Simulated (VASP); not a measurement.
Here is a VASP 6.6.1 calculation.

The input INCAR:

```
PREC = Accurate
ENCUT = 520
EDIFF = 1E-7
ISMEAR = 0
SIGMA = 0.05
LREAL = False
LASPH = True
NELM = 80
ALGO = Normal
ISIF = 2
LWAVE = False
LCHARG = False
GGA = PE
NBANDS = 18
```

KPOINTS

```
regular mesh
0
Gamma
  14 14 10
```

Contents of POSCAR:

```
P
1.0
    1.6546021630     -5.6490813535      0.0000000000
    1.6546021630      5.6490813535      0.0000000000
    0.0000000000      0.0000000000      4.5630144974
P
4
Direct
    0.4060598423      0.5939401577      0.5864948357
    0.5939401577      0.4060598423      0.4135051643
    0.9060598423      0.0939401577      0.9135051643
    0.0939401577      0.9060598423      0.0864948357
```

Potentials or basis: VASP PAW PBE potentials, release 64 (P).

Command:

```console
$ cat potpaw_PBE.64/P/POTCAR > POTCAR
$ mpirun -np 1 vasp_std > vasp.out
```

Estimate the band gap on the k mesh.

0.15 eV.

What does it give for the largest force?

0.051 eV/Å.

Predict the pressure.

-0.3 GPa.

Forces on the atoms (eV/Å):
```
P    0.000 -0.037  0.035
P    0.000  0.037 -0.035
P    0.000 -0.037 -0.035
P    0.000  0.037  0.035
```

A k mesh can miss the band edges.
